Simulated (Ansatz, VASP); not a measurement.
## Two plane-wave programs on La2Hf2O

```
CELL_PARAMETERS angstrom
3.49018 0.00000 0.00000
-1.74509 3.02259 0.00000
0.00000 0.00000 11.38468
ATOMIC_POSITIONS crystal
La 0.33333 0.66667 0.13550
La 0.66667 0.33333 0.86450
Hf 0.33333 0.66667 0.60025
Hf 0.66667 0.33333 0.39975
O 0.00000 0.00000 0.00000
```

Change from the starting cell: species swapped into the Ho2SeO2 type (P-3m1, No. 164).

Alike in both runs: functional PBE; k mesh 12 × 12 × 4; occupations gaussian, width 0.1 eV; no spin polarisation.

Ansatz relaxed the structure, and its values are those at the end. VASP's run is a single point on that final structure, the one shown.

|  | VASP | Ansatz |
| --- | --- | --- |
| version | VASP 6.6.1 | Ansatz 0.2.0 |
| potentials or method | VASP PAW PBE potentials, release 64 (La, Hf_pv, O), cutoff 520 eV | scalar-relativistic, plane waves, PAW |
| valence electrons in the cell | 48 | 80 |

Ansatz gave:

- gap on the k mesh at the Fermi level (eV): none
- pressure (GPa): 0.0
- rms of the force components (eV/Å): 0.002

What did VASP give for the same quantities?

gap on the k mesh at the Fermi level (eV): none; pressure (GPa): -0.2; rms of the force components (eV/Å): 0.015.

A gap of «none» marks a metal or a gap that the smearing closes. VASP's potentials hold 48 valence electrons a cell and Ansatz's 80, so a difference there can come from the potentials and not from the codes.

Spin-orbit coupling is off throughout.
